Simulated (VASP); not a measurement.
Write the native input for VASP 6.6.1 that does the following.

```yaml
Task: single point
Functional: HSE06
Potentials_or_basis: VASP PAW PBE potentials, release 64 (Sn_d, Se)
Cutoff: 520 eV
k_mesh: 4 × 4 × 4
Occupations: fermi-dirac, width 0.05 eV
Spin: no spin polarisation
Dipole_correction: no
Grid_for_exact_exchange_PRECFOCK: Normal
Further_INCAR_settings: ALGO = Normal; EDIFF = 1e-07; NBANDS = 17
Share_of_exact_exchange: 0.25
Screening_parameter: 0.2079 1/Å
```

The system is SnSe.

```xyz
2
Lattice="0.0000 2.9749 2.9749 2.9749 0.0000 2.9749 2.9749 2.9749 0.0000" Properties=species:S:1:pos:R:3 pbc="T T T"
Sn    0.0000    0.0000    0.0000
Se    2.9749    2.9749    2.9749
```

One way to write it, as run:

POSCAR

```
SnSe
1.0
    0.0000000000      2.9748604657      2.9748604657
    2.9748604657      0.0000000000      2.9748604657
    2.9748604657      2.9748604657      0.0000000000
Sn Se
1 1
Direct
    0.0000000000      0.0000000000      0.0000000000
    0.5000000000      0.5000000000      0.5000000000
```

INCAR.step1

```
PREC = Accurate
ENCUT = 520
EDIFF = 1E-5
ISMEAR = -1
SIGMA = 0.05
LREAL = False
LASPH = True
NELM = 60
ALGO = Normal
ISIF = 2
LWAVE = True
LCHARG = False
NBANDS = 17
GGA = PE
```

INCAR.step2

```
PREC = Accurate
ENCUT = 520
EDIFF = 1E-7
ISMEAR = -1
SIGMA = 0.05
LREAL = False
LASPH = True
NELM = 60
ALGO = Normal
ISIF = 2
LWAVE = False
LCHARG = False
GGA = PE
LHFCALC = True
HFSCREEN = 0.2079
PRECFOCK = Normal
NBANDS = 17
ISTART = 1
```

KPOINTS

```
Automatic mesh
0
Gamma
  4 4 4
```

Potentials or basis: VASP PAW PBE potentials, release 64 (Sn_d, Se).

The run is started by

```sh
$ cat potpaw_PBE.64/Sn_d/POTCAR potpaw_PBE.64/Se/POTCAR > POTCAR
$ cp INCAR.step1 INCAR
$ mpirun -np 1 vasp_std > vasp.out
$ cp INCAR.step2 INCAR
$ mpirun -np 1 vasp_std > vasp.out
```

It gave:

```yaml
Pressure: -0.1 GPa
Band_gap_on_the_k_mesh: 0.67 eV
```

Caveat: the k points lie up to 0.46 Å⁻¹ apart; the PAW data sets were made with another functional, which shifts forces and pressure a little; spin-orbit coupling is left out, which moves the levels of the heavy elements.

Wall time 9.2 min on 1 thread of AMD EPYC 9755 128-Core Processor (shared host), peak memory 0.25 GiB.
